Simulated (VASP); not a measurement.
MgF2 (Sellaite):

```
Mg F
1.0
     4.62202    0.00000    0.00000
     0.00000    4.62202    0.00000
     0.00000    0.00000    3.04611
Mg F
2 4
Direct
  0.00000 0.00000 0.00000
  0.50000 0.50000 0.50000
  0.30295 0.30295 0.00000
  0.19705 0.80295 0.50000
  0.69705 0.69705 0.00000
  0.80295 0.19705 0.50000
```

Program: VASP 6.6.1. Alike in all runs: task single point; potentials or basis VASP PAW PBE potentials, release 64 (Mg, F); no spin polarisation; cell as given; smearing gaussian 0.01 eV.

Task: Order these runs on this cell by their band gap on the k mesh, lowest first.
A. level PBEsol; k mesh 4 × 4 × 4; cutoff (eV) 600
B. level PBE; k mesh 4 × 4 × 6; cutoff (eV) 600
C. level r2SCAN; k mesh 4 × 4 × 6; cutoff (eV) 660

Result: A (6.95 eV), B (7.12 eV), C (8.03 eV).

Caveats: some runs use coarse meshes.
